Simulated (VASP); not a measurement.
The system is KRu2.

```
K Ru
1.0
     3.76566    0.00000    0.00000
    -1.88283    3.26116    0.00000
     0.00000    0.00000    6.36452
K Ru
1 2
Direct
  0.00000 0.00000 0.00000
  0.66667 0.33333 0.56922
  0.33333 0.66667 0.43078
```

| Quantity | Value |
| --- | --- |
| Program | VASP 6.6.1 |
| Task | relaxation of cell and atoms |
| Functional | PBE |
| Potentials or basis | VASP PAW PBE potentials, release 64 (K_sv, Ru_pv) |
| Cutoff | 600 eV |
| k mesh | 6 × 6 × 4 |
| Occupations | gaussian, width 0.1 eV |
| Spin | no spin polarisation |

At the start: pressure 0.2 GPa; volume 26.05 Å³/atom.

Problem. Where does the relaxation end?

Solution. Over 9 steps the energy falls by 2.6 meV/atom and the volume is 26.25 Å³/atom (+0.7 %); space group P-3m1 (No. 164, to 0.05 Å).

Step by step:
| step | energy change (eV) | largest force (eV/Å) | pressure (GPa) | volume (Å³) |
| --- | --- | --- | --- | --- |
| 1 | 0.0000 | 0.0815 | 0.17 | 78.16 |
| 2 | -0.0034 | 0.0302 | -0.11 | 78.47 |
| 3 | -0.0051 | 0.1683 | -0.42 | 78.82 |
| 4 | -0.0068 | 0.1023 | -0.12 | 78.72 |
| 5 | -0.0073 | 0.0573 | 0.06 | 78.65 |
| 6 | -0.0072 | 0.0339 | 0.45 | 78.52 |
| 7 | -0.0075 | 0.0231 | 0.20 | 78.60 |
| 8 | -0.0075 | 0.0142 | 0.25 | 78.59 |
| 9 | -0.0077 | 0.0137 | 0.18 | 78.74 |

Final structure:
```
CELL_PARAMETERS angstrom
3.73120 0.00000 0.00000
-1.86560 3.23132 0.00000
0.00000 0.00000 6.53061
ATOMIC_POSITIONS crystal
K 0.00000 0.00000 0.00000
Ru 0.66667 0.33333 0.57024
Ru 0.33333 0.66667 0.42976
```
